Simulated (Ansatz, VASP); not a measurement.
# NaW in VASP and in Ansatz

```xyz
4
Lattice="2.7688 0.0000 0.0000 -1.3844 2.3979 0.0000 0.0000 0.0000 11.3660" Properties=species:S:1:pos:R:3 pbc="T T T"
Na    0.0000    0.0000    0.0000
Na    0.0000    0.0000    5.6830
W     0.0000    1.5986    2.8415
W     1.3844    0.7993    8.5245
```

Change from the starting cell: species swapped into the TiSe type (P6_3/mmc, No. 194).

Alike in both runs: functional PBE; k mesh 6 × 6 × 4; occupations gaussian, width 0.1 eV; no spin polarisation.

Ansatz relaxed the structure, and its values are those at the end. VASP's run is a single point on that final structure, the one shown.

```csv
,VASP,Ansatz
version,VASP 6.6.1,Ansatz 0.2.0
potentials or method,"VASP PAW PBE potentials, release 64 (Na_pv, W_sv), cutoff 520 eV","scalar-relativistic, plane waves, PAW"
valence electrons in the cell,42,46
```

```tsv
	VASP	Ansatz	Ansatz less VASP
gap on the k mesh at the Fermi level (eV)	none	none	-
pressure (GPa)	0.2	0.1	-0.17
```

A gap of «none» marks a metal or a gap that the smearing closes. VASP's potentials hold 42 valence electrons a cell and Ansatz's 46, so a difference there can come from the potentials and not from the codes.

The k mesh is coarse, so the values compare programs but aren't converged. Spin-orbit coupling is off throughout.
